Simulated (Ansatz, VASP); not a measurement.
Two plane-wave programs on Sr2AlO

```
Sr Al O
1.0
     4.17782    0.00000    0.00000
    -2.08891    3.61810    0.00000
     0.00000    0.00000   10.83016
Sr Al O
2 1 1
Direct
  0.00000 0.00000 0.69409
  0.00000 0.00000 0.30591
  0.00000 0.00000 0.00000
  0.00000 0.00000 0.50000
```

Alike in both runs: functional PBE; k mesh 6 × 6 × 2; occupations gaussian, width 0.1 eV; no spin polarisation.

Ansatz relaxed the structure, and its values are those at the end. VASP's run is a single point on that final structure, the one shown.

|  | VASP | Ansatz |
| --- | --- | --- |
| version | VASP 6.6.1 | Ansatz 0.2.0 |
| potentials or method | VASP PAW PBE potentials, release 64 (Sr_sv, Al, O_h), cutoff 910 eV | scalar-relativistic, plane waves, PAW |
| valence electrons in the cell | 29 | 29 |

|  | VASP | Ansatz | Ansatz less VASP |
| --- | --- | --- | --- |
| gap on the k mesh at the Fermi level (eV) | none | none | - |
| rms of the force components (eV/Å) | 0.078 | 0.003 | -0.0746 |

A gap of «none» marks a metal or a gap that the smearing closes. With one functional, cell and mesh, what is left measures potentials, basis and numerics.

Noted on VASP's run: the cutoff is short for stress, so the pressure is rough.
